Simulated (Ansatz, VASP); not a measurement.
Two plane-wave programs on BN

File POSCAR:

```
BN
1.0
    0.0000000000     -1.8130010000     -1.8130010000
    0.0000000000      1.8130010000     -1.8130010000
    3.6260020000      0.0000000000      0.0000000000
B N
2 2
Direct
    0.5000000000      0.5000000000      0.4917264249
    0.0000000000      0.0000000000      0.0082735751
    0.0000000000      0.5000000000      0.2500000000
    0.5000000000      0.0000000000      0.7500000000
```

The input INCAR.step1:

```
  ALGO = Normal
  EDIFF = 1E-4
  ENCUT = 520
  GGA = PE
  ISMEAR = 0
  LASPH = T
  LCHARG = F
  LREAL = F
  LWAVE = T
  NBANDS = 16
  NELM = 80
  PREC = Accurate
  SIGMA = 0.05
```

File INCAR.step2:

```
  ALGO = Normal
  EDIFF = 1E-6
  ENCUT = 520
  ISIF = 2
  ISMEAR = 0
  ISTART = 1
  LASPH = T
  LCHARG = F
  LMIXTAU = T
  LREAL = F
  LWAVE = F
  METAGGA = R2SCAN
  NBANDS = 16
  NELM = 80
  PREC = Accurate
  SIGMA = 0.05
```

File KPOINTS:

```
k-points
0
Gamma
  10 10 6
```

Input for Ansatz:

```yaml
crystal:
  lattice:
    - [0.0, -1.813001, -1.813001]
    - [0.0, 1.813001, -1.813001]
    - [3.626002, 0.0, 0.0]
  atoms:
    - { symbol: B, position: [0.5, 0.5, 0.4917264249] }
    - { symbol: B, position: [0.0, 0.0, 0.0082735751] }
    - { symbol: "N", position: [0.0, 0.5, 0.25] }
    - { symbol: "N", position: [0.5, 0.0, 0.75] }
basis:
  ecutwfc: 500
kpoints:
  mp_grid: { grid: [10, 10, 6] }
hamiltonian:
  xc: r2scan
scf:
  occupations: { method: gaussian, width: 0.05 }
output:
  forces: true
  stress: true
  eigenvalues: true
  write_density: true
  write_potential: true
  elf: true
  volumetric_format: npy
```

Change from the starting cell: mode 12 (1156.9 1/cm) frozen in, largest displacement +0.030 Å.

Alike in both runs: task single point; functional r2SCAN; k mesh 10 × 10 × 6; occupations gaussian, width 0.05 eV; no spin polarisation.

|  | VASP | Ansatz |
| --- | --- | --- |
| version | VASP 6.6.1 | Ansatz 0.2.0 |
| potentials or method | VASP PAW PBE potentials, release 64 (B, N), cutoff 520 eV | scalar-relativistic, plane waves, PAW |
| valence electrons in the cell | 16 | 16 |

Ansatz gave:

```
gap on the k mesh at the Fermi level (eV)                     : 4.43
least direct gap on the mesh (eV)                             : 4.94
pressure (GPa)                                                : -4.8
traceless stress, the component that is largest in VASP (GPa) : -0.52
rms of the force components (eV/Å)                            : 0.651
```

Problem. Which values does VASP return?

Solution. gap on the k mesh at the Fermi level (eV): 4.41; least direct gap on the mesh (eV): 4.92; pressure (GPa): -3.8; traceless stress, the component that is largest in VASP (GPa): -0.53; rms of the force components (eV/Å): 0.652.

VASP's potentials were made for PBE, not for r2SCAN. Atom by atom the forces differ by 0.002 eV/Å (rms over components). With one functional, cell and mesh, what is left measures potentials, basis and numerics.
